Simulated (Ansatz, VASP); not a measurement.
Two plane-wave programs on Nb

```xyz
1
Lattice="-1.6640 1.6640 1.6640 1.6640 -1.6640 1.6640 1.6640 1.6640 -1.6640" Properties=species:S:1:pos:R:3 pbc="T T T"
Nb    0.0000    0.0000    0.0000
```

Alike in both runs: task single point; functional PBE; k mesh 18 × 18 × 18; occupations gaussian, width 0.1 eV; no spin polarisation.

|  | VASP | Ansatz |
| --- | --- | --- |
| version | VASP 6.6.1 | Ansatz 0.2.0 |
| potentials or method | VASP PAW PBE potentials, release 64 (Nb_sv), cutoff 520 eV | scalar-relativistic, plane waves, PAW |
| valence electrons in the cell | 13 | 13 |

|  | VASP | Ansatz | Ansatz less VASP |
| --- | --- | --- | --- |
| gap on the k mesh at the Fermi level (eV) | none | none | - |
| pressure (GPa) | -2.8 | -2.5 | +0.33 |

A gap of «none» marks a metal or a gap that the smearing closes.
